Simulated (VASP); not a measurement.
Wanted: the native input for a VASP 6.6.1 run.

| Property | Result |
| --- | --- |
| Task | single point |
| Functional | r2SCAN |
| Potentials or basis | VASP PAW PBE potentials, release 64 (Mo_sv) |
| Cutoff | 520 eV |
| k mesh | 9 × 9 × 9 |
| Occupations | fermi-dirac, width 0.05 eV |
| Spin | non-collinear spin, zero start, spin-orbit coupling |
| Starting moments | [[0.0, 0.0, 0.0]] μB |
| Dipole correction | no |
| Further INCAR settings | ALGO = Normal; EDIFF = 1e-07; NBANDS = 25 |

Crystal: Mo.

```
Mo
1.0
    -1.58381    1.58381    1.58381
     1.58381   -1.58381    1.58381
     1.58381    1.58381   -1.58381
Mo
1
Direct
  0.00000 0.00000 0.00000
```

One way to write it, as run:

POSCAR

```
Mo
1.0
   -1.5838089719      1.5838089719      1.5838089719
    1.5838089719     -1.5838089719      1.5838089719
    1.5838089719      1.5838089719     -1.5838089719
Mo
1
Direct
    0.0000000000      0.0000000000      0.0000000000
```

INCAR.step1

```
PREC = Accurate
ENCUT = 520
ISMEAR = -1
SIGMA = 0.05
LREAL = F
LASPH = T
NELM = 150
MAGMOM = 0 0 0
LSORBIT = T
GGA_COMPAT = F
LMAXMIX = 4
NBANDS = 25
GGA = PE
ALGO = Normal
EDIFF = 1E-4
LWAVE = T
LCHARG = F
```

INCAR.step2

```
PREC = Accurate
ENCUT = 520
EDIFF = 1E-7
ISMEAR = -1
SIGMA = 0.05
LREAL = F
LASPH = T
NELM = 150
ALGO = Normal
ISIF = 2
LWAVE = F
LCHARG = F
MAGMOM = 0 0 0
LORBIT = 11
LSORBIT = T
GGA_COMPAT = F
LORBMOM = T
LMAXMIX = 4
METAGGA = R2SCAN
LMIXTAU = T
NBANDS = 25
ISTART = 1
```

KPOINTS

```
regular mesh
0
Gamma
  9 9 9
```

Potentials or basis: VASP PAW PBE potentials, release 64 (Mo_sv).

Launch:

```sh
$ cat potpaw_PBE.64/Mo_sv/POTCAR > POTCAR
$ cp INCAR.step1 INCAR
$ mpirun -np 1 vasp_ncl > vasp.out
$ cp INCAR.step2 INCAR
$ mpirun -np 1 vasp_ncl > vasp.out
```

It gave:

```yaml
Pressure: -3.6 GPa
Net_moment: 0.00 μB per cell
Valence_electrons_inside_the_program's_atomic_spheres: Mo 12.43
```

Caveat: the PAW data sets were made with another functional, which shifts forces and pressure a little.

It took 2.7 min on 1 thread of AMD EPYC 7R13 Processor (Zen 3), with other jobs on the host, peak memory 0.16 GiB.
